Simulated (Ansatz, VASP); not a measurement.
# Ge: VASP beside Ansatz

```xyz
1
Lattice="2.3399 0.0000 0.0000 0.0000 3.0249 0.0000 0.0000 0.0000 3.2090" Properties=species:S:1:pos:R:3 pbc="T T T"
Ge    0.0000    0.0000    0.0000
```

Alike in both runs: task single point; functional PBE; k mesh 8 × 6 × 6; occupations gaussian, width 0.1 eV; no spin polarisation.

```csv
,VASP,Ansatz
version,VASP 6.6.1,Ansatz 0.2.0
potentials or method,"VASP PAW PBE potentials, release 64 (Ge_d), cutoff 520 eV","scalar-relativistic, plane waves, PAW"
valence electrons in the cell,14,14
```

Ansatz gave:

| Item | Value |
| --- | --- |
| gap on the k mesh at the Fermi level (eV) | none |
| pressure (GPa) | 3.3 |
| traceless stress, the component that is largest in VASP (GPa) | 27.30 |

Problem. Which values does VASP return?

Solution. gap on the k mesh at the Fermi level (eV): none; pressure (GPa): 3.2; traceless stress, the component that is largest in VASP (GPa): 27.23.

A gap of «none» marks a metal or a gap that the smearing closes.
